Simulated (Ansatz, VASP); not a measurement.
**Two plane-wave programs on Ni**

The input INCAR:

```
  PREC = Accurate
  ENCUT = 520
  EDIFF = 1E-6
  ISMEAR = -1
  SIGMA = 0.1
  LREAL = F
  LASPH = T
  NELM = 150
  ALGO = Normal
  ISIF = 2
  LWAVE = F
  LCHARG = T
  ISPIN = 2
  MAGMOM = 1 1 1
  LORBIT = 11
  LMAXMIX = 4
  LELF = T
  LVHAR = T
  NBANDS = 26
```

Contents of KPOINTS:

```
regular mesh
0
Gamma
  15 15 6
```

File POSCAR:

```
Ni
1.0
    0.0000000000      1.7124962518     -1.7124962518
   -1.7124962518      0.0000000000      1.7124962518
    3.4249925035      3.4249925035      3.4249925035
Ni
3
Direct
    0.0000000000      0.0000000000      0.0000000000
    0.3333333330      0.6666666670      0.3333333330
    0.6666666670      0.3333333330      0.6666666670
```

Input for Ansatz:

```yaml
crystal:
  lattice:
    - [0.0, 1.7124962518, -1.7124962518]
    - [-1.7124962518, 0.0, 1.7124962518]
    - [3.4249925035, 3.4249925035, 3.4249925035]
  atoms:
    - { symbol: Ni, position: [0.0, 0.0, 0.0], spin: 1.0 }
    - { symbol: Ni, position: [0.333333333, 0.666666667, 0.333333333], spin: 1.0 }
    - { symbol: Ni, position: [0.666666667, 0.333333333, 0.666666667], spin: 1.0 }
magnetization:
  spin_polarized: true
kpoints:
  mp_grid: { grid: [15, 15, 6] }
scf:
  occupations: { method: fermi_dirac, width: 0.1 }
hamiltonian:
  xc: lda
  pseudopotentials: { kind: paw }
output:
  forces: true
  stress: true
  eigenvalues: true
  write_density: true
  write_potential: true
  elf: true
  volumetric_format: npy
```

Alike in both runs: task single point; functional LDA; k mesh 15 × 15 × 6; occupations fermi-dirac, width 0.1 eV; collinear spin.

```csv
,VASP,Ansatz
version,VASP 6.6.1,Ansatz 0.2.0
potentials or method,"VASP PAW LDA potentials, release 64 (Ni)","PAW with Ansatz's default frozen-core files, scalar-relativistic"
plane-wave cutoff (eV),520,420
valence electrons in the cell,30,54
```

Ansatz gave:

```
pressure (GPa)                                                : 0.1
traceless stress, the component that is largest in VASP (GPa) : -0.06
net moment per atom (μB)                                      : 0.58
size of the moment on the site where the two differ most (μB) : 0.61
```

Estimate VASP's values.

pressure (GPa): -0.1; traceless stress, the component that is largest in VASP (GPa): -0.05; net moment per atom (μB): 0.55; size of the moment on the site where the two differ most (μB): 0.55.

LDA's correlation is that of Perdew and Zunger in VASP and of Perdew and Wang (1992) in Ansatz. Site moments also hang on the region over which each program counts them. VASP's potentials hold 30 valence electrons a cell and Ansatz's 54, so a difference there can come from the potentials and not from the codes.
